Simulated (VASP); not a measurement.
# BF (Fm-3m) in VASP: single point with PBE

Aim: the single point of BF with PBE.

Program: VASP 6.6.1. These are calculated values, not measurements. Logs are shortened: lines on timing, memory, paths and dates and some standing lists are left out, and cuts for length are marked.

### 1 The cell of the first run

The structure is cubic, space group Fm-3m (No. 225). Conventional cell: a = 4.153 Å, b = 4.153 Å, c = 4.153 Å, α = 90.00°, β = 90.00°, γ = 90.00°. Within 2.7 Å of F (site symmetry m-3m) lie 6 B at 2.08 Å. Within 2.7 Å of B (site symmetry m-3m) lie 6 F at 2.08 Å.

### 2 Single point, PBE

The input, POSCAR:

```
BF
1.0
    0.0000000000      2.0767430000      2.0767430000
    2.0767430000      0.0000000000      2.0767430000
    2.0767430000      2.0767430000      0.0000000000
F B
1 1
Direct
    0.0000000000      0.0000000000      0.0000000000
    0.5000000000      0.5000000000      0.5000000000
```

The input, INCAR.step1:

```
SYSTEM = BF
PREC     = Accurate       ! precision mode
ENCUT    = 520            ! plane-wave cutoff, eV
EDIFF    = 1E-6           ! SCF threshold, eV
ISMEAR   = 1              ! smearing method
SIGMA    = 0.0519         ! smearing width, eV
LREAL    = .False.        ! projectors in reciprocal space
LASPH    = .True.         ! aspherical terms in the spheres
NELM     = 120            ! most SCF steps
ALGO     = Normal         ! electronic algorithm
ISIF     = 2              ! what is computed and relaxed
LWAVE    = .False.        ! write WAVECAR
LCHARG   = .True.         ! write CHGCAR
GGA      = PE             ! functional
NBANDS   = 12             ! bands
GGA_COMPAT= .False.      
NEDOS    = 2001           ! points of the DOS
LORBIT   = 11             ! projections on sites
```

The input, KPOINTS.step1:

```
regular mesh
0
Gamma
  11 11 11
  0 0 0
```

The input, INCAR.step2:

```
SYSTEM = BF
PREC     = Accurate       ! precision mode
ENCUT    = 520            ! plane-wave cutoff, eV
EDIFF    = 1E-6           ! SCF threshold, eV
ISMEAR   = -5             ! smearing method
SIGMA    = 0.0519         ! smearing width, eV
LREAL    = .False.        ! projectors in reciprocal space
LASPH    = .True.         ! aspherical terms in the spheres
NELM     = 120            ! most SCF steps
ALGO     = Normal         ! electronic algorithm
ISIF     = 2              ! what is computed and relaxed
LWAVE    = .False.        ! write WAVECAR
LCHARG   = .False.        ! write CHGCAR
GGA      = PE             ! functional
LORBIT   = 11             ! projections on sites
NEDOS    = 1001           ! points of the DOS
ICHARG   = 11             ! starting density
GGA_COMPAT= .False.
```

The input, KPOINTS.step2:

```
regular mesh
0
Gamma
  17 17 17
  0 0 0
```

Potentials or basis: VASP PAW PBE potentials, release 64 (F, B).

The run is started by

```sh
cat potpaw_PBE.64/F/POTCAR potpaw_PBE.64/B/POTCAR > POTCAR
cp INCAR.step1 INCAR
cp KPOINTS.step1 KPOINTS
mpirun -np 1 vasp_std > vasp.out
cp INCAR.step2 INCAR
cp KPOINTS.step2 KPOINTS
mpirun -np 1 vasp_std > vasp.out
```

OUTCAR:

```text
SYSTEM = BF
   PREC = Accurate
   ENCUT = 520
   EDIFF = 1E-6
   ISMEAR = -5
   LREAL = .False.
   LASPH = .True.
   NELM = 120
   ISIF = 2
   GGA = PE
   LORBIT = 11
   ICHARG = 11

 ion  position               nearest neighbor table
   1  0.000  0.000  0.000-
   2  0.500  0.500  0.500-

  LATTYP: Found a face centered cubic cell.
 ALAT       =     4.1534860000

  Lattice vectors:

 A1 = (   0.0000000000,   2.0767430000,   2.0767430000)
 A2 = (   2.0767430000,   0.0000000000,   2.0767430000)
 A3 = (   2.0767430000,   2.0767430000,   0.0000000000)

Analysis of symmetry for initial positions (statically):
=====================================================================
 Subroutine PRICEL returns:
 Original cell was already a primitive cell.

 Routine SETGRP: Setting up the symmetry group for a
 face centered cubic supercell.

 Subroutine GETGRP returns: Found 48 space group operations
 (whereof 48 operations were pure point group operations)
 out of a pool of 48 trial point group operations.

The static configuration has the point symmetry O_h .

Analysis of symmetry for dynamics (positions and initial velocities):
=====================================================================
 Subroutine PRICEL returns:
 Original cell was already a primitive cell.

 Routine SETGRP: Setting up the symmetry group for a
 face centered cubic supercell.

 Subroutine GETGRP returns: Found 48 space group operations
 (whereof 48 operations were pure point group operations)
 out of a pool of 48 trial point group operations.

The dynamic configuration has the point symmetry O_h .

 Subroutine INISYM returns: Found 48 space group operations
 (whereof 48 operations are pure point group operations),
 and found     1 'primitive' translations

----------------------------------------------------------------------------------------

                                     Primitive cell

  volume of cell :      17.9134

  direct lattice vectors                    reciprocal lattice vectors
     0.000000000  2.076743000  2.076743000    -0.240761616  0.240761616  0.240761616
     2.076743000  0.000000000  2.076743000     0.240761616 -0.240761616  0.240761616
     2.076743000  2.076743000  0.000000000     0.240761616  0.240761616 -0.240761616

  length of vectors
     2.936958116  2.936958116  2.936958116     0.417011351  0.417011351  0.417011351

  position of ions in fractional coordinates (direct lattice)
     0.000000000  0.000000000  0.000000000
     0.500000000  0.500000000  0.500000000

  ion indices of the primitive-cell ions
   primitive index   ion index
                 1           1
                 2           2

----------------------------------------------------------------------------------------

 KPOINTS: regular mesh

Automatic generation of k-mesh.
 Grid dimensions read from file:
 generate k-points for:   17   17   17

 Generating k-lattice:

  Cartesian coordinates                     Fractional coordinates (reciprocal lattice)
    -0.014162448  0.014162448  0.014162448     0.058823529  0.000000000  0.000000000
     0.014162448 -0.014162448  0.014162448     0.000000000  0.058823529  0.000000000
     0.014162448  0.014162448 -0.014162448     0.000000000  0.000000000  0.058823529

  Length of vectors
     0.024530079  0.024530079  0.024530079

  Shift w.r.t. Gamma in fractional coordinates (k-lattice)
     0.000000000  0.000000000  0.000000000

 TETIRR: Found    693 inequivalent tetrahedra from    29478

 Subroutine IBZKPT returns following result:
 ===========================================

 Found    165 irreducible k-points:

 Following reciprocal coordinates:
            Coordinates               Weight
  0.000000  0.000000  0.000000      1.000000
  0.058824  0.000000  0.000000      8.000000
  0.117647  0.000000  0.000000      8.000000
  0.176471  0.000000  0.000000      8.000000
  0.235294  0.000000  0.000000      8.000000
  0.294118  0.000000  0.000000      8.000000
[... 16 lines left out ...]
 -0.176471  0.058824  0.000000     24.000000
 -0.117647  0.058824  0.000000     24.000000
 [... further k-points ...]
   k-points           NKPTS =    165   k-points in BZ     NKDIM =    165   number of bands    NBANDS=      9
   number of dos      NEDOS =   1001   number of ions     NIONS =      2
   total plane-waves  NPLWV =  13824
   dimension x,y,z NGX =    24 NGY =   24 NGZ =   24
   dimension x,y,z NGXF=    48 NGYF=   48 NGZF=   48
   ions per type =               1   1
   NGX,Y,Z   is equivalent  to a cutoff of  13.59, 13.59, 13.59 a.u.
   NGXF,Y,Z  is equivalent  to a cutoff of  27.17, 27.17, 27.17 a.u.
 SYSTEM =  BF
   PREC   = accura    normal or accurate (medium, high low for compatibility)
   ISTART =      0    job   : 0-new  1-cont  2-samecut
   ICHARG =     11    charge: 1-file 2-atom 10-const
   ISPIN  =      1    spin polarized calculation?
   LNONCOLLINEAR =      F non collinear calculations
   LSORBIT =      F    spin-orbit coupling
   LASPH  =      T    aspherical Exc in radial PAW
   ENCUT  =  520.0 eV  38.22 Ry    6.18 a.u.   5.46  5.46  5.46*2*pi/ulx,y,z
   NELM   =    120;   NELMIN=  2; NELMDL=  0     # of ELM steps
   EDIFF  = 0.1E-05   stopping-criterion for ELM
   LREAL  =      F    real-space projection
   EDIFFG = 0.1E-04   stopping-criterion for IOM
   NSW    =      0    number of steps for IOM
   IBRION =     -1    ionic relax: 0-MD 1-quasi-New 2-CG
   NFREE  =      0    steps in history (QN), initial steepest desc. (CG)
   ISIF   =      2    stress and relaxation
   ISYM   =      2    0-nonsym 1-usesym 2-fastsym
   POTIM  = 0.5000    time-step for ionic-motion
   TEBEG  =    0.0;   TEEND  =   0.0 temperature during run
   PSTRESS=    0.0 pullay stress
   NELECT =      10.0000    total number of electrons
   NUPDOWN=      -1.0000    fix difference up-down
   EMIN   =  10.00;   EMAX   =-10.00  energy-range for DOS
   EFERMI =   0.00;   METHOD = LEGACY
   ISMEAR =    -5;   SIGMA  =   0.05  broadening in eV -4-tet -1-fermi 0-gaus
   EFERMI_NEDOS =   21; number of points for ismear=-14 and -15
   IALGO  =     38    algorithm
   IMIX   =      4    mixing-type and parameters
     AMIX     =   0.40;   BMIX     =  1.00
     AMIX_MAG =   1.60;   BMIX_MAG =  1.00
  volume/ion in A,a.u.               =       8.96        60.44
  Fermi-wavevector in a.u.,A,eV,Ry     =   1.347976  2.547305 24.722311  1.817039
  Thomas-Fermi vector in A             =   2.475682
   LORBIT       =     11    0 simple, 1 ext, 2 COOP (PROOUT), +10 PAW based schemes
   GGA     = PE    functional components
   LHFCALC =     F    Hartree Fock is set to
   AEXX    =    0.0000 exact exchange contribution
   IVDW    =     0    specifies the selected vdW correction
   LEPSILON=     F    determine dielectric tensor
   LRPA    =     F    only Hartree local field effects (RPA)
 non-spin polarized calculation
 Fermi weights with tetrahedron method with Bloechl corrections
  energy-cutoff  :      520.00
  volume of cell :       17.91
 maximum number of plane-waves:       531
 NGX is ok and might be reduce to    24

 number of electron      10.0000005 magnetization

 Free energy of the ion-electron system (eV)
  ---------------------------------------------------
  ext. energy  EPLUGINS =         0.00000000
  ---------------------------------------------------
  free energy    TOTEN  =        -6.05348470 eV

  energy without entropy =       -6.05348470  energy(sigma->0) =       -6.05348470

 E-fermi :   5.0872     XC(G=0): -11.0550

 val. band max:        5.0806571887   @ k =  -0.4118   0.1765   0.0588
 cond. band min:       5.2581414705   @ k =  -0.4118   0.1765   0.0588
 fundamental gap:      0.1774842818
 Fermi energy:         5.0871872343

 k-point     1 :       0.0000    0.0000    0.0000
  band No.  band energies     occupation
      1     -21.4305      2.00000
      2      -1.5237      2.00000
      3      -1.5237      2.00000
      4      -1.5237      2.00000
      5      -1.0605      2.00000
      6      10.6809      0.00000
      7      10.6809      0.00000
      8      10.6809      0.00000
      9      20.4911      0.00000

 k-point     2 :       0.0588    0.0000    0.0000
  band No.  band energies     occupation
      1     -21.4084      2.00000
      2      -2.1382      2.00000
      3      -1.5260      2.00000
      4      -1.5260      2.00000
      5      -0.4345      2.00000
      6      10.5139      0.00000
      7      10.5801      0.00000
      8      10.5801      0.00000
      9      20.1067      0.00000

 k-point     3 :       0.1176    0.0000    0.0000
  band No.  band energies     occupation
      1     -21.3456      2.00000
      2      -2.9072      2.00000
      3      -1.5320      2.00000
      4      -1.5320      2.00000
      5       0.3691      2.00000
      6      10.0419      0.00000
      7      10.3021      0.00000
      8      10.3021      0.00000
      9      19.4819      0.00000

 k-point     4 :       0.1765    0.0000    0.0000
  band No.  band energies     occupation
      1     -21.2493      2.00000
      2      -3.6386      2.00000
      3      -1.5403      2.00000
      4      -1.5403      2.00000
      5       1.1598      2.00000
      6       9.3509      0.00000
      7       9.9075      0.00000
      8       9.9075      0.00000
      9      19.0609      0.00000

 k-point     5 :       0.2353    0.0000    0.0000
  band No.  band energies     occupation
      1     -21.1301      2.00000
      2      -4.3041      2.00000
      3      -1.5487      2.00000
      4      -1.5487      2.00000
      5       1.9142      2.00000
      6       8.5508      0.00000
      7       9.4676      0.00000
      8       9.4676      0.00000
      9      18.9029      0.00000

 k-point     6 :       0.2941    0.0000    0.0000
  band No.  band energies     occupation
      1     -21.0033      2.00000
      2      -4.8794      2.00000
      3      -1.5556      2.00000
      4      -1.5556      2.00000
      5       2.6171      2.00000
      6       7.7386      0.00000
      7       9.0447      0.00000
      8       9.0447      0.00000
      9      18.9641      0.00000
[... 169 lines left out ...]
 k-point    21 :      -0.2941    0.0588    0.0000
  band No.  band energies     occupation
      1     -20.9490      2.00000
      2      -5.0260      2.00000
      3      -1.7816      2.00000
      4      -1.4830      2.00000
      5       2.9630      2.00000
      6       7.3740      0.00000
      7       8.7882      0.00000
      8       9.0609      0.00000
      9      19.0032      0.00000

 k-point    22 :      -0.2353    0.0588    0.0000
  band No.  band energies     occupation
      1     -21.0733      2.00000
      2      -4.5081      2.00000
      3      -1.7672      2.00000
      4      -1.4656      2.00000
      5       2.2849      2.00000
      6       8.1555      0.00000
      7       9.1628      0.00000
      8       9.4689      0.00000
      9      18.8245      0.00000

 k-point    23 :      -0.1765    0.0588    0.0000
  band No.  band energies     occupation
      1     -21.1953      2.00000
      2      -3.9035      2.00000
      3      -1.7339      2.00000
      4      -1.4614      2.00000
      5       1.5614      2.00000
      6       8.9416      0.00000
      7       9.5904      0.00000
      8       9.8947      0.00000
      9      18.8335      0.00000

 k-point    24 :      -0.1176    0.0588    0.0000
  band No.  band energies     occupation
      1     -21.2994      2.00000
      2      -3.2474      2.00000
      3      -1.6822      2.00000
      4      -1.4708      2.00000
      5       0.8141      2.00000
      6       9.6527      0.00000
      7      10.0149      0.00000
      8      10.2746      0.00000
      9      19.0866      0.00000

 [... further k-points ...]
[... 5 lines left out ...]
  --------------------------------------------------------------------------------------
  -------------------------------------------------------------------------------------
  Total        3.7633377      3.7633377      3.7633377     -0.0000000      0.0000000      0.0000000
  in kB      336.5933354    336.5933354    336.5933354     -0.0000000      0.0000000      0.0000000
  external PRESSURE =     336.5933354 kB  Pullay stress =       0.0000000 kB

 VOLUME and BASIS-vectors are now :
 -----------------------------------------------------------------------------
  energy-cutoff  :      520.00
  volume of cell :       17.91
      direct lattice vectors                 reciprocal lattice vectors
     0.000000000  2.076743000  2.076743000    -0.240761616  0.240761616  0.240761616
     2.076743000  0.000000000  2.076743000     0.240761616 -0.240761616  0.240761616
     2.076743000  2.076743000  0.000000000     0.240761616  0.240761616 -0.240761616

 POSITION                                       TOTAL-FORCE (eV/Angst)
 -----------------------------------------------------------------------------------
      0.00000      0.00000      0.00000        -0.000000      0.000000      0.000000
      2.07674      2.07674      2.07674         0.000000     -0.000000     -0.000000
 -----------------------------------------------------------------------------------
    total drift:                                0.000000     -0.000000     -0.000000

  FREE ENERGIE OF THE ION-ELECTRON SYSTEM (eV)
  ---------------------------------------------------
  free  energy   TOTEN  =        -6.0534846965 eV

  energy  without entropy=       -6.0534846965  energy(sigma->0) =       -6.05348470

 total charge

# of ion       s       p       d       tot
------------------------------------------
    1        1.789   4.227   0.000   6.015
    2        1.022   0.368   0.000   1.391
--------------------------------------------------
tot          2.811   4.595   0.000   7.406
```

Wall time 36 s (1 thread of Intel Xeon 8259CL, shared host); peak memory 0.15 GiB.

Results:

- Valence electrons inside the program's atomic spheres: F 6.01; B 1.39
